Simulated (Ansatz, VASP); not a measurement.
**BaRu3: VASP beside Ansatz**

```xyz
4
Lattice="4.0586 0.0000 0.0000 0.0000 4.0586 0.0000 0.0000 0.0000 4.0586" Properties=species:S:1:pos:R:3 pbc="T T T"
Ba    0.0000    0.0000    0.0000
Ru    0.0000    2.0293    2.0293
Ru    2.0293    2.0293    0.0000
Ru    2.0293    0.0000    2.0293
```

Alike in both runs: task single point; functional PBEsol; k mesh 8 × 8 × 8; occupations gaussian, width 0.05 eV; no spin polarisation.

```csv
,VASP,Ansatz
version,VASP 6.6.1,Ansatz 0.2.0
potentials or method,"VASP PAW PBE potentials, release 64 (Ba_sv, Ru_pv), cutoff 520 eV","scalar-relativistic, plane waves, PAW"
valence electrons in the cell,52,58
```

Ansatz gave:

```
gap on the k mesh at the Fermi level (eV) : none
pressure (GPa)                            : 1.0
```

What did VASP give for the same quantities?

gap on the k mesh at the Fermi level (eV): none; pressure (GPa): 7.0.

VASP's potentials were made for PBE, not for PBEsol. A gap of «none» marks a metal or a gap that the smearing closes. One of these differences is far larger than is usual between the two programs; its cause wasn't traced. VASP's potentials hold 52 valence electrons a cell and Ansatz's 58, so a difference there can come from the potentials and not from the codes.

Neither program's run includes spin-orbit coupling.
